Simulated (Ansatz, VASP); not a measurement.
# Two plane-wave programs on GdN

File INCAR:

```
SYSTEM = GdN
  ALGO = Normal
  EDIFF = 1E-6
  ENCUT = 520
  GGA = PE
  ISIF = 2
  ISMEAR = 0
  ISPIN = 2
  LASPH = .TRUE.
  LCHARG = .TRUE.
  LELF = .TRUE.
  LMAXMIX = 6
  LORBIT = 11
  LREAL = .FALSE.
  LVHAR = .TRUE.
  LWAVE = .FALSE.
  MAGMOM = 7 -7 0 0
  NBANDS = 35
  NELM = 150
  PREC = Accurate
  SIGMA = 0.05
```

File KPOINTS:

```
k-points
0
G
  12 12 6
  0 0 0
```

File POSCAR:

```
GdN
1.0
    0.0000000000      2.4927984072      2.4927984072
    4.9855968144      2.4927984072      2.4927984072
    4.9855968144      4.9855968144      0.0000000000
Gd N
2 2
Direct
    0.5000000000      0.5000000000      0.0000000000
    0.5000000000      0.5000000000      0.5000000000
    0.0000000000      0.0000000000      0.0000000000
    0.0000000000      0.0000000000      0.5000000000
```

Input for Ansatz:

```yaml
crystal:
  lattice:
    - [0.0, 2.4927984072, 2.4927984072]
    - [4.9855968144, 2.4927984072, 2.4927984072]
    - [4.9855968144, 4.9855968144, 0.0]
  atoms:
    - { symbol: Gd, position: [0.5, 0.5, 0.0], spin: 7.0 }
    - { symbol: "N", position: [0.0, 0.0, 0.0] }
    - { symbol: Gd, position: [0.5, 0.5, 0.5], spin: -7.0 }
    - { symbol: "N", position: [0.0, 0.0, 0.5] }
basis:
  ecutwfc: 420
  ecutrho_ratio: 4
kpoints:
  mp_grid: { grid: [12, 12, 6] }
hamiltonian:
  xc: pbe
scf:
  occupations: { method: gaussian, width: 0.05 }
output:
  forces: true
  stress: true
  eigenvalues: true
  populations: true
magnetization:
  spin_polarized: true
```

Alike in both runs: task single point; functional PBE; k mesh 12 × 12 × 6; occupations gaussian, width 0.05 eV; collinear spin.

|  | VASP | Ansatz |
| --- | --- | --- |
| version | VASP 6.6.1 | Ansatz 0.2.0 |
| potentials or method | VASP PAW PBE potentials, release 64 (Gd, N), cutoff 520 eV | scalar-relativistic, plane waves, PAW |
| valence electrons in the cell | 46 | 46 |

VASP gave:

```
gap on the k mesh at the Fermi level (eV)                     : none
pressure (GPa)                                                : 0.0
net moment per atom (μB)                                      : 0.00
size of the moment on the site where the two differ most (μB) : 6.77
```

Estimate Ansatz's values.

gap on the k mesh at the Fermi level (eV): none; pressure (GPa): 0.0; net moment per atom (μB): 0.00; size of the moment on the site where the two differ most (μB): 6.83.

Site moments also hang on the region over which each program counts them. A gap of «none» marks a metal or a gap that the smearing closes.

Neither program's run includes spin-orbit coupling.
